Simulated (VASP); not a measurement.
CdBr:

```
Cd Br
1.0
     3.36323    0.00000    0.00000
     0.00000    3.36323    0.00000
     0.00000    0.00000    4.84371
Cd Br
1 1
Direct
  0.00000 0.00000 0.00000
  0.50000 0.50000 0.50000
```

```yaml
Program: VASP 6.6.1
Task: relaxation of cell and atoms
Functional: PBE
Potentials_or_basis: VASP PAW PBE potentials, release 64 (Cd, Br)
Cutoff: 600 eV
k_mesh: 16 × 16 × 12
Occupations: gaussian, width 0.1 eV
Spin: no spin polarisation
```

At the start: pressure 0.1 GPa; volume 27.39 Å³/atom.

Q: How do energy, volume and symmetry change on relaxing?

A: Over 11 steps the energy falls by 186.2 meV/atom and the volume is 26.79 Å³/atom (-2.2 %); space group Pm-3m (No. 221, to 0.05 Å).

Step by step:
```tsv
step	energy change (eV)	largest force (eV/Å)	pressure (GPa)	volume (Å³)
1	0.0000	0.0000	0.08	54.79
2	-0.1571	0.0000	-0.13	54.78
3	-0.2815	0.0000	-0.11	54.37
4	-0.3513	0.0000	0.90	52.16
5	-0.3697	0.0000	0.21	53.21
6	-0.3717	0.0000	0.35	52.95
7	-0.3713	0.0000	0.41	52.87
8	-0.3721	0.0000	-0.07	53.72
9	-0.3722	0.0000	0.01	53.57
10	-0.3723	0.0000	0.02	53.58
11	-0.3724	0.0000	0.01	53.59
```

Final structure:
```
CELL_PARAMETERS angstrom
3.77198 0.00000 0.00000
0.00000 3.77198 0.00000
0.00000 0.00000 3.76640
ATOMIC_POSITIONS crystal
Cd 0.00000 0.00000 0.00000
Br 0.50000 0.50000 0.50000
```

Caveat: an odd number of electrons without spin polarisation forces a metal; a magnetic or distorted state may lie lower.
